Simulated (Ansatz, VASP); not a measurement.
Ir: VASP beside Ansatz

```
Ir
1.0
     2.75138    0.00000    0.00000
    -1.37569    2.38276    0.00000
     0.00000    0.00000    4.46229
Ir
2
Direct
  0.33333 0.66667 0.25000
  0.66667 0.33333 0.75000
```

Alike in both runs: functional PBEsol-based screened hybrid with a share of 0.25 of exact exchange and HFSCREEN = 0.207; k mesh 6 × 6 × 3; occupations fermi-dirac, width 0.05 eV; no spin polarisation.

|  | VASP | Ansatz |
| --- | --- | --- |
| version | VASP 6.6.1 | Ansatz 0.2.0 |
| potentials or method | VASP PAW PBE potentials, release 64 (Ir) | Ansatz PAW |
| plane-wave cutoff (eV) | 520 | 420 |
| valence electrons in the cell | 18 | 34 |
| task | single point | band structure |

VASP gave:

| Quantity | Value |
| --- | --- |
| gap on the k mesh at the Fermi level (eV) | none |
| pressure (GPa) | -18.8 |
| traceless stress, the component that is largest in VASP (GPa) | -9.78 |

What did Ansatz give for the same quantities?

gap on the k mesh at the Fermi level (eV): none; pressure (GPa): -21.3; traceless stress, the component that is largest in VASP (GPa): -9.90.

VASP's potentials were made for PBE, not for PBEsol-based screened hybrid. A gap of «none» marks a metal or a gap that the smearing closes. With one functional, cell and mesh, what is left measures potentials, basis and numerics. VASP's potentials hold 18 valence electrons a cell and Ansatz's 34, so a difference there can come from the potentials and not from the codes.

The k mesh is coarse, so the values compare programs but aren't converged. Spin-orbit coupling is off throughout.
